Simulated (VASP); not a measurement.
Input of a VASP 6.6.1 run:

The input INCAR:

```
SYSTEM = MgO
ALGO = Normal ; EDIFF = 1E-6
ENCUT = 520 ; GGA = PS
ISIF = 2 ; ISMEAR = 0
LASPH = .TRUE. ; LCHARG = .TRUE.
LELF = .TRUE. ; LREAL = .FALSE.
LVHAR = .TRUE. ; LWAVE = .FALSE.
NBANDS = 26 ; NELM = 80
PREC = Accurate ; SIGMA = 0.05
```

KPOINTS

```
k-points
0
G
  9 9 4
  0 0 0
```

POSCAR

```
MgO
1.0
    3.2553371795      0.0000000000      0.0000000000
   -1.6276685897      2.8192046953      0.0000000000
    0.0000000000      0.0000000000     10.4149514991
Mg O
4 4
Direct
    0.3333333333      0.6666666667      0.9695963559
    0.0000000000      0.0000000000      0.2209473890
    0.0000000000      0.0000000000      0.7209473890
    0.6666666667      0.3333333333      0.4695963559
    0.3333333333      0.6666666667      0.7799156657
   -0.1996720967      0.0000000000      0.4920926037
    0.0000000000      0.0000000000      0.0295387694
    0.6666666667      0.3333333333      0.2799156657
```

Potentials or basis: VASP PAW PBE potentials, release 64 (Mg, O).

Command:

```bash
$ cat potpaw_PBE.64/Mg/POTCAR potpaw_PBE.64/O/POTCAR > POTCAR
$ mpirun -np 1 vasp_std > vasp.out
```

Problem. What does it give for the pressure?

Solution. 19.8 GPa.

Problem. Estimate the largest force.

Solution. 29.653 eV/Å.

Forces in eV/Å, atoms in the order of the input:
```
Mg   -0.002  -0.003   0.744
Mg   -0.081  -0.002   0.721
Mg   -0.387  -0.008  -0.375
Mg  -20.461  19.002  -6.614
O    -0.055  -0.061  -0.677
O    21.257 -19.098   7.919
O     0.002   0.001  -0.751
O    -0.274   0.169  -0.966
```

Caveat: the cell differs from its parent crystal (atom 6 (O) moved by -0.650 Å along [1 0 0] and -0.390 Å along [0 0 1]); the PAW data sets were made with another functional, which shifts forces and pressure a little.
